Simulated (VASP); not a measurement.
# Bi2Se3 in VASP: a series of runs, part 2 of 3

VASP 6.6.1. Earlier steps stand in the parts before.

**3. Electric field gradients, PBE (equal xx and yy strain of +2 %)**

INCAR

```
PREC     = Accurate       # precision mode
ENCUT    = 520            # plane-wave cutoff, eV
EDIFF    = 1E-8           # SCF threshold, eV
ISMEAR   = -1             # smearing method
SIGMA    = 0.03           # smearing width, eV
LREAL    = F              # projectors in reciprocal space
LASPH    = T              # aspherical terms in the spheres
NELM     = 100            # most SCF steps
ALGO     = Normal         # electronic algorithm
ISIF     = 2              # what is computed and relaxed
LWAVE    = F              # write WAVECAR
LCHARG   = F              # write CHGCAR
GGA      = PE             # functional
LEFG     = T            
NBANDS   = 32             # bands
```

KPOINTS

```
regular mesh
0
Gamma
  6 6 6
```

POSCAR

```
Bi2Se3
1.0
    2.1129292827      1.2199002901      9.5453300000
   -2.1129292827      1.2199002901      9.5453300000
    0.0000000000     -2.4398005804      9.5453300000
Bi Se
2 3
Direct
    0.4008000000      0.4008000000      0.4008000000
    0.5992000000      0.5992000000      0.5992000000
    0.0000000000      0.0000000000      0.0000000000
    0.2117000000      0.2117000000      0.2117000000
    0.7883000000      0.7883000000      0.7883000000
```

Potentials or basis: VASP PAW PBE potentials, release 64 (Bi_d, Se).

On the command line:

```
cat potpaw_PBE.64/Bi_d/POTCAR potpaw_PBE.64/Se/POTCAR > POTCAR
mpirun -np 1 vasp_std > vasp.out
```

OUTCAR:

```text
PREC = Accurate
   ENCUT = 520
   EDIFF = 1E-8
   ISMEAR = -1
   LREAL = F
   LASPH = T
   NELM = 100
   ISIF = 2
   GGA = PE

 ion  position               nearest neighbor table
   1  0.401  0.401  0.401-   5 2.89   5 2.89   5 2.89   3 3.11   3 3.11   3 3.11
   2  0.599  0.599  0.599-   4 2.89   4 2.89   4 2.89   3 3.11   3 3.11   3 3.11
   3  0.000  0.000  0.000-   2 3.11   2 3.11   1 3.11   1 3.11   2 3.11   1 3.11
   4  0.212  0.212  0.212-   2 2.89   2 2.89   2 2.89
   5  0.788  0.788  0.788-   1 2.89   1 2.89   1 2.89

  LATTYP: Found a trigonal (rhomboedric) cell.
 ALAT       =     9.8522054222
 COS(alpha) =     0.9080116132

  Lattice vectors:

 A1 = (   2.1129292827,   1.2199002901,   9.5453300000)
 A2 = (  -2.1129292827,   1.2199002901,   9.5453300000)
 A3 = (   0.0000000000,  -2.4398005804,   9.5453300000)

Analysis of symmetry for initial positions (statically):
=====================================================================
 Subroutine PRICEL returns:
 Original cell was already a primitive cell.

 Routine SETGRP: Setting up the symmetry group for a
 trigonal (rhombohedral) supercell.

 Subroutine GETGRP returns: Found 12 space group operations
 (whereof 12 operations were pure point group operations)
 out of a pool of 12 trial point group operations.

The static configuration has the point symmetry D_3d.

Analysis of symmetry for dynamics (positions and initial velocities):
=====================================================================
 Subroutine PRICEL returns:
 Original cell was already a primitive cell.

[... 1015 lines left out ...]
  -------------------------------------------------------------------------------------
  Total       -0.2087716     -0.2087716      0.5678517      0.0000000     -0.0000000      0.0000000
  in kB       -2.2658468     -2.2658468      6.1630260      0.0000000     -0.0000000      0.0000000
  external PRESSURE =       0.5437775 kB  Pullay stress =       0.0000000 kB

 VOLUME and BASIS-vectors are now :
 -----------------------------------------------------------------------------
  energy-cutoff  :      520.00
  volume of cell :      147.62
      direct lattice vectors                 reciprocal lattice vectors
     2.112929283  1.219900290  9.545330000     0.236638303  0.136623188  0.034921091
    -2.112929283  1.219900290  9.545330000    -0.236638303  0.136623188  0.034921091
     0.000000000 -2.439800580  9.545330000     0.000000000 -0.273246376  0.034921091

 POSITION                                       TOTAL-FORCE (eV/Angst)
 -----------------------------------------------------------------------------------
      0.00000     -0.00000     11.47730         0.000000      0.000000     -0.057471
      0.00000     -0.00000     17.15869         0.000000     -0.000000      0.057471
      0.00000      0.00000      0.00000         0.000000      0.000000     -0.000000
      0.00000     -0.00000      6.06224         0.000000     -0.000000      0.063899
      0.00000     -0.00000     22.57375         0.000000      0.000000     -0.063899
 -----------------------------------------------------------------------------------
    total drift:                                0.000000      0.000000     -0.000000

  FREE ENERGIE OF THE ION-ELECTRON SYSTEM (eV)
  ---------------------------------------------------
  free  energy   TOTEN  =       -20.1970856322 eV

  energy  without entropy=      -20.1969841164  energy(sigma->0) =      -20.19703487

 Electric field gradients (V/A^2)
---------------------------------------------------------------------
 ion       V_xx      V_yy      V_zz      V_xy      V_xz      V_yz
---------------------------------------------------------------------
   1      -0.614    -0.614     1.229    -0.000    -0.000     0.000
   2      -0.614    -0.614     1.229    -0.000     0.000     0.000
   3     -30.173   -30.173    60.346    -0.000     0.000     0.000
   4      11.010    11.010   -22.021    -0.000    -0.000     0.000
   5      11.010    11.010   -22.021     0.000     0.000     0.000
---------------------------------------------------------------------

 Electric field gradients after diagonalization (V/A^2)
 (convention: |V_zz| > |V_xx| > |V_yy|)
----------------------------------------------------------------------
 ion       V_xx      V_yy      V_zz     asymmetry (V_yy - V_xx)/ V_zz
----------------------------------------------------------------------
   1      -0.614    -0.614     1.229       0.000
   2      -0.614    -0.614     1.229       0.000
   3     -30.173   -30.173    60.346       0.000
   4      11.010    11.010   -22.021       0.000
   5      11.010    11.010   -22.021       0.000
----------------------------------------------------------------------

           NMR quadrupolar parameters

 Cq : quadrupolar parameter    Cq=e*Q*V_zz/h
 eta: asymmetry parameters     (V_yy - V_xx)/ V_zz
 Q  : nuclear electric quadrupole moment in mb (millibarn)
----------------------------------------------------------------------
 ion       Cq(MHz)       eta       Q (mb)
----------------------------------------------------------------------
   1       0.003       0.000       1.000
   2       0.003       0.000       1.000
   3       0.146       0.000       1.000
   4      -0.053       0.000       1.000
   5      -0.053       0.000       1.000
----------------------------------------------------------------------
```

OSZICAR:

```text
N       E                     dE             d eps       ncg     rms          rms(c)
DAV:   1     0.468747719452E+03    0.46875E+03   -0.22789E+04  2048   0.154E+03
DAV:   2     0.338355654803E+02   -0.43491E+03   -0.41762E+03  2128   0.406E+02
DAV:   3    -0.187314813101E+02   -0.52567E+02   -0.49462E+02  2672   0.148E+02
DAV:   4    -0.209653621827E+02   -0.22339E+01   -0.22216E+01  2232   0.322E+01
DAV:   5    -0.210473031191E+02   -0.81941E-01   -0.81932E-01  2952   0.644E+00    0.508E+00
DAV:   6    -0.201789785773E+02    0.86832E+00   -0.11759E+00  2824   0.760E+00    0.308E+00
DAV:   7    -0.201879885305E+02   -0.90100E-02   -0.35506E-01  2272   0.255E+00    0.169E+00
DAV:   8    -0.201956625195E+02   -0.76740E-02   -0.48315E-02  2432   0.116E+00    0.565E-01
DAV:   9    -0.201967585094E+02   -0.10960E-02   -0.22257E-03  2712   0.440E-01    0.132E-01
DAV:  10    -0.201969854108E+02   -0.22690E-03   -0.10974E-03  2384   0.171E-01    0.615E-02
DAV:  11    -0.201970437751E+02   -0.58364E-04   -0.13981E-04  2376   0.778E-02    0.337E-02
DAV:  12    -0.201970843130E+02   -0.40538E-04   -0.63445E-05  2208   0.383E-02    0.670E-03
DAV:  13    -0.201970856619E+02   -0.13489E-05   -0.38257E-06  2752   0.158E-02    0.457E-03
DAV:  14    -0.201970856199E+02    0.42021E-07   -0.86453E-07  2248   0.559E-03    0.173E-03
DAV:  15    -0.201970856621E+02   -0.42200E-07   -0.10037E-07  2184   0.167E-03    0.402E-04
DAV:  16    -0.201970856449E+02    0.17160E-07   -0.32923E-08  1984   0.881E-04    0.243E-04
DAV:  17    -0.201970856287E+02    0.16220E-07   -0.22389E-09  1704   0.326E-04    0.847E-05
DAV:  18    -0.201970856322E+02   -0.35616E-08   -0.82263E-10  1256   0.233E-04
   1 F= -.20197086E+02 E0= -.20197035E+02  d E =-.101516E-03
```

stdout:

```text
POSCAR found type information on POSCAR BiSe
 POSCAR found :  2 types and       5 ions
 scaLAPACK will be used
 LDA part: xc-table for (Slater+PW92), standard interpolation
 POSCAR, INCAR and KPOINTS ok, starting setup
 FFT: planning ... GRIDC
 FFT: planning ... GRID_SOFT
 FFT: planning ... GRID
 WAVECAR not read
 entering main loop
ion   1

ion   2

ion   3

ion   4

ion   5
```

It took 35 min on 1 thread of AMD EPYC 7R13, shared host; peak memory 0.92 GiB.

Results:

```yaml
Free_energy: -20.1971 eV
Pressure: 0.1 GPa
Largest_force: 0.064 eV/Å
Band_gap_on_the_k_mesh: 0.19 eV
Largest_electric_field_gradient_by_atom: Bi +1.2; Se +60.3, -22.0 (each value once) V/Å²
```

Forces in eV/Å, atoms in the order of the input:
```
Bi   0.000  0.000 -0.057
Bi   0.000  0.000  0.057
Se   0.000  0.000  0.000
Se   0.000  0.000  0.064
Se   0.000  0.000 -0.064
```

Levels at points of the mesh, in eV from the valence-band top:
```csv
k point,band 22,band 23,band 24,band 25,band 26,band 27
"(0.00, 0.00, 0.00)",-1.12,-1.12,0.00,0.19,1.38,1.38
"(0.50, 0.00, 0.00)",-1.92,-1.10,-0.48,0.89,1.97,3.01
"(0.50, 0.50, 0.00)",-1.72,-1.50,-0.82,1.45,2.06,2.61
"(0.50, 0.50, 0.50)",-1.30,-1.30,-0.40,0.62,1.69,1.69
```

Electric field gradients, principal values (V/Å²):
| atom | least | middle | greatest (by size) |
| --- | --- | --- | --- |
| 1 Bi | -0.614 | -0.614 | 1.229 |
| 2 Bi | -0.614 | -0.614 | 1.229 |
| 3 Se | -30.173 | -30.173 | 60.346 |
| 4 Se | 11.010 | 11.010 | -22.021 |
| 5 Se | 11.010 | 11.010 | -22.021 |

Caveat: the cell differs from its parent crystal (equal xx and yy strain of +2 %); without QUAD_EFG the Cq values of the log hold for a quadrupole moment of 1 mb, not for the nuclei; spin-orbit coupling is left out, which moves the levels of the heavy elements. A k mesh can miss the band edges.

**4. Electric field gradients, PBE (equal xy, yz and zx shear strains of +2 %)**

INCAR

```
SYSTEM = Bi2Se3
PREC     = Accurate       ! precision mode
ENCUT    = 520            ! plane-wave cutoff, eV
EDIFF    = 1E-8           ! SCF threshold, eV
ISMEAR   = -1             ! smearing method
SIGMA    = 0.03           ! smearing width, eV
LREAL    = .FALSE.        ! projectors in reciprocal space
LASPH    = .TRUE.         ! aspherical terms in the spheres
NELM     = 100            ! most SCF steps
ALGO     = Normal         ! electronic algorithm
ISIF     = 2              ! what is computed and relaxed
LWAVE    = .FALSE.        ! write WAVECAR
LCHARG   = .FALSE.        ! write CHGCAR
GGA      = PE             ! functional
LEFG     = .TRUE.       
NBANDS   = 32             ! bands
```

KPOINTS

```
regular mesh
0
G
  6 6 6
  0 0 0
```

Edit POSCAR of step 3 so:

```diff
@@ -2,5 +2,5 @@
 1.0
-    2.1129292827      1.2199002901      9.5453300000
-   -2.1129292827      1.2199002901      9.5453300000
-    0.0000000000     -2.4398005804      9.5453300000
+    2.1789124036      1.3121489696      9.5780047997
+   -1.9640861900      1.2707189836      9.5365748138
+    0.0715336865     -2.2965080533      9.5214103865
 Bi Se
```

Potentials or basis: VASP PAW PBE potentials, release 64 (Bi_d, Se).

On the command line:

```
cat potpaw_PBE.64/Bi_d/POTCAR potpaw_PBE.64/Se/POTCAR > POTCAR
mpirun -np 1 vasp_std > vasp.out
```

OUTCAR:

```text
SYSTEM = Bi2Se3
   PREC = Accurate
   ENCUT = 520
   EDIFF = 1E-8
   ISMEAR = -1
   LREAL = .FALSE.
   LASPH = .TRUE.
   NELM = 100
   ISIF = 2
   GGA = PE

 ion  position               nearest neighbor table
   1  0.401  0.401  0.401-   5 2.83   5 2.84   5 2.88   3 3.05   3 3.07   3 3.11
   2  0.599  0.599  0.599-   4 2.83   4 2.84   4 2.88   3 3.05   3 3.07   3 3.11
   3  0.000  0.000  0.000-   2 3.05   1 3.05   1 3.07   2 3.07   2 3.11   1 3.11
   4  0.212  0.212  0.212-   2 2.83   2 2.84   2 2.88
   5  0.788  0.788  0.788-   1 2.83   1 2.84   1 2.88

  LATTYP: Found a triclinic cell.
 ALAT       =     4.1071994077
 B/A-ratio  =     1.0088170701
 C/A-ratio  =     2.3847658486
 COS(alpha) =     0.0146781630
 COS(beta)  =     0.2036697513
 COS(gamma) =     0.4868514561

  Lattice vectors:

 A1 = (   2.0356198765,  -3.5672270369,  -0.0151644273)
 A2 = (   4.1429985936,   0.0414299860,   0.0414299859)
 A3 = (   0.0715336865,  -2.2965080533,   9.5214103865)

Analysis of symmetry for initial positions (statically):
[... 1052 lines left out ...]
      0.06062      0.06062      6.06224         0.085178      0.161359     -0.192059
      0.22574      0.22574     22.57375        -0.085178     -0.161359      0.192059
 -----------------------------------------------------------------------------------
    total drift:                                0.000000      0.000000     -0.000000

  FREE ENERGIE OF THE ION-ELECTRON SYSTEM (eV)
  ---------------------------------------------------
  free  energy   TOTEN  =       -20.1382583575 eV

  energy  without entropy=      -20.1381843234  energy(sigma->0) =      -20.13822134

 Electric field gradients (V/A^2)
---------------------------------------------------------------------
 ion       V_xx      V_yy      V_zz      V_xy      V_xz      V_yz
---------------------------------------------------------------------
   1     -25.136    19.783     5.353    -2.298    11.068    35.560
   2     -25.136    19.783     5.353    -2.298    11.068    35.560
   3     -36.084   -37.338    73.422     9.612     6.220     6.572
   4       6.888     8.104   -14.992     5.960     9.083     8.902
   5       6.888     8.104   -14.992     5.960     9.083     8.902
---------------------------------------------------------------------

 Electric field gradients after diagonalization (V/A^2)
 (convention: |V_zz| > |V_xx| > |V_yy|)
----------------------------------------------------------------------
 ion       V_xx      V_yy      V_zz     asymmetry (V_yy - V_xx)/ V_zz
----------------------------------------------------------------------
   1     -34.651   -14.576    49.227       0.408
   2     -34.651   -14.576    49.227       0.408
   3     -46.346   -27.884    74.229       0.249
   4      18.328     1.525   -19.853       0.846
   5      18.328     1.525   -19.853       0.846
----------------------------------------------------------------------

           NMR quadrupolar parameters

 Cq : quadrupolar parameter    Cq=e*Q*V_zz/h
 eta: asymmetry parameters     (V_yy - V_xx)/ V_zz
 Q  : nuclear electric quadrupole moment in mb (millibarn)
----------------------------------------------------------------------
 ion       Cq(MHz)       eta       Q (mb)
----------------------------------------------------------------------
   1       0.119       0.408       1.000
   2       0.119       0.408       1.000
   3       0.179       0.249       1.000
   4      -0.048       0.846       1.000
   5      -0.048       0.846       1.000
----------------------------------------------------------------------
```

OSZICAR:

```text
N       E                     dE             d eps       ncg     rms          rms(c)
DAV:   1     0.471518681630E+03    0.47152E+03   -0.22890E+04  7168   0.156E+03
DAV:   2     0.344844038697E+02   -0.43703E+03   -0.41830E+03  7400   0.413E+02
DAV:   3    -0.185633784186E+02   -0.53048E+02   -0.50386E+02  9336   0.150E+02
DAV:   4    -0.208458420668E+02   -0.22825E+01   -0.22711E+01  7960   0.327E+01
DAV:   5    -0.209293265411E+02   -0.83484E-01   -0.83470E-01 10280   0.645E+00    0.521E+00
DAV:   6    -0.201245407283E+02    0.80479E+00   -0.10811E+00 10040   0.736E+00    0.323E+00
DAV:   7    -0.201298431207E+02   -0.53024E-02   -0.35688E-01  7960   0.253E+00    0.171E+00
DAV:   8    -0.201371659825E+02   -0.73229E-02   -0.46541E-02  8544   0.114E+00    0.573E-01
DAV:   9    -0.201379867485E+02   -0.82077E-03   -0.19804E-03  9360   0.435E-01    0.130E-01
DAV:  10    -0.201381729694E+02   -0.18622E-03   -0.11007E-03  8344   0.170E-01    0.549E-02
DAV:  11    -0.201382245280E+02   -0.51559E-04   -0.12729E-04  8216   0.748E-02    0.308E-02
DAV:  12    -0.201382568809E+02   -0.32353E-04   -0.52918E-05  7752   0.349E-02    0.624E-03
DAV:  13    -0.201382583091E+02   -0.14282E-05   -0.33055E-06  9992   0.151E-02    0.405E-03
DAV:  14    -0.201382583095E+02   -0.40745E-09   -0.75693E-07  8048   0.526E-03    0.157E-03
DAV:  15    -0.201382583492E+02   -0.39761E-07   -0.70913E-08  7744   0.144E-03    0.342E-04
DAV:  16    -0.201382583575E+02   -0.82728E-08   -0.23842E-08  6904   0.770E-04
   1 F= -.20138258E+02 E0= -.20138221E+02  d E =-.740341E-04
```

It took 59 min on 1 thread of AMD EPYC 7R43 (Zen 3), shared host; peak memory 1.1 GiB.

Results:

| Item | Value |
| --- | --- |
| Free energy | -20.1383 eV |
| Pressure | 2.6 GPa |
| Largest force | 0.265 eV/Å |
| Band gap on the k mesh | 0.21 eV |
| Largest electric field gradient by atom | Bi +49.2; Se +74.2, -19.9 (each value once) V/Å² |

Forces on the atoms (eV/Å):
```
Bi   0.036  0.069 -0.188
Bi  -0.036 -0.069  0.188
Se   0.000  0.000  0.000
Se   0.085  0.161 -0.192
Se  -0.085 -0.161  0.192
```

Electric field gradients, principal values (V/Å²):
```tsv
atom	least	middle	greatest (by size)
1 Bi	-14.576	-34.651	49.227
2 Bi	-14.576	-34.651	49.227
3 Se	-27.884	-46.346	74.229
4 Se	1.525	18.328	-19.853
5 Se	1.525	18.328	-19.853
```

Caveat: the cell differs from its parent crystal (equal xy, yz and zx shear strains of +2 %); without QUAD_EFG the Cq values of the log hold for a quadrupole moment of 1 mb, not for the nuclei; spin-orbit coupling is left out, which moves the levels of the heavy elements.

(Part 2 of 3 ends here.)
